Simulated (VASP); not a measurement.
**WS2: density of states with PBE**

WS2, a sheet with vacuum:

```
W S
1.0
     3.21038    0.00000    0.00000
    -1.60519    2.78027    0.00000
     0.00000    0.00000   29.38240
W S
1 2
Direct
  0.00000 0.00000 0.28929
  0.33333 0.66667 0.34295
  0.66667 0.33333 0.23563
```

| Quantity | Value |
| --- | --- |
| Program | VASP 6.6.1 |
| Task | density of states |
| Functional | PBE |
| Potentials or basis | VASP PAW PBE potentials, release 64 (W_sv, S) |
| Cutoff | 520 eV |
| k mesh | 18 × 18 × 1 |
| Occupations | gaussian, width 0.1 eV |
| Spin | no spin polarisation |
| Dipole correction | yes |
| k mesh for the DOS | 27 × 27 × 1 |
| Occupations for the DOS | tetrahedron |
| Further INCAR settings | ALGO = Normal; EDIFF = 1e-07 |

| Item | Value |
| --- | --- |
| Valence electrons inside the program's atomic spheres | W 11.95; S 3.70 |

Levels at points of the mesh, in eV from the Fermi level:
| k point | band 11 | band 12 | band 13 | band 14 | band 15 | band 16 |
| --- | --- | --- | --- | --- | --- | --- |
| (0.00, 0.00, 0.00) | -0.88 | -0.82 | -0.82 | -0.59 | -0.59 | 3.36 |

Wall time 5.4 min on 1 thread of AMD EPYC 9R45 96-Core Processor (Zen 5) (shared host), peak memory 0.52 GiB.

Caveat: spin-orbit coupling is left out, which moves the levels of the heavy elements.
